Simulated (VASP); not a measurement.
Write the native input for VASP 6.6.1 that does the following.

```yaml
Task: relaxation of cell and atoms
Functional: LDA
Potentials_or_basis: VASP PAW PBE potentials, release 64 (Yb)
Cutoff: 600 eV
k_mesh: 6 × 6 × 3
Occupations: fermi-dirac, width 0.05 eV
Spin: collinear spin, ferromagnetic start
Starting_moments: "[1.0, 1.0] μB"
Dipole_correction: no
Further_INCAR_settings: ALGO = Normal; EDIFF = 1e-07; IBRION = 2; EDIFFG = -0.005; NSW = 80; ISIF = 3
```

The structure of Yb lies in POSCAR:

```
Yb
1.0
    3.8799000000      0.0000000000      0.0000000000
   -1.9399500000      3.3600919641      0.0000000000
    0.0000000000      0.0000000000      6.3859000000
Yb
2
Direct
    0.6666666667      0.3333333333      0.7500000000
    0.3333333333      0.6666666667      0.2500000000
```

This isn't the form of Yb at room conditions, which is fcc.

The input as run:

INCAR

```
SYSTEM = Yb
  ALGO = Normal
  EDIFF = 1E-7
  EDIFFG = -0.005
  ENCUT = 600
  GGA = CA
  IBRION = 2
  ISIF = 3
  ISMEAR = -1
  ISPIN = 2
  LASPH = .True.
  LCHARG = .False.
  LMAXMIX = 6
  LORBIT = 11
  LREAL = .False.
  LWAVE = .False.
  MAGMOM = 1 1
  NELM = 150
  NSW = 80
  PREC = Accurate
  SIGMA = 0.05
```

KPOINTS

```
k-points
0
Gamma
  6 6 3
  0 0 0
```

Potentials or basis: VASP PAW PBE potentials, release 64 (Yb).

Launch:

```bash
$ cat potpaw_PBE.64/Yb/POTCAR > POTCAR
$ mpirun -np 1 vasp_std > vasp.out
```

Results of the run:

| Property | Result |
| --- | --- |
| Relaxed volume | 28.85 Å³/atom |
| Relaxed cell | a = 3.452 Å, b = 3.452 Å, c = 5.591 Å, α = 90.00°, β = 90.00°, γ = 120.00° |
| Space group after relaxing (to 0.1 Å) | P6_3/mmc (No. 194) |
| Pressure after relaxing | 0.0 GPa |
| Band gap on the k mesh | zero (filled and empty bands overlap) |
| Net moment | 0.00 μB per cell |
| Valence electrons inside the program's atomic spheres | Yb 22.17 |

Caveat: the electronic state changed during the relaxation; the volume moved by over 15 % at a fixed basis, so the end points are rough; the PAW data sets were made with another functional, which shifts forces and pressure a little; spin-orbit coupling is left out, which moves the levels of the heavy elements.

Run time: 55 min on 1 thread of Intel(R) Xeon(R) 6975P-C (Granite Rapids), with other jobs on the host, peak memory 0.25 GiB.
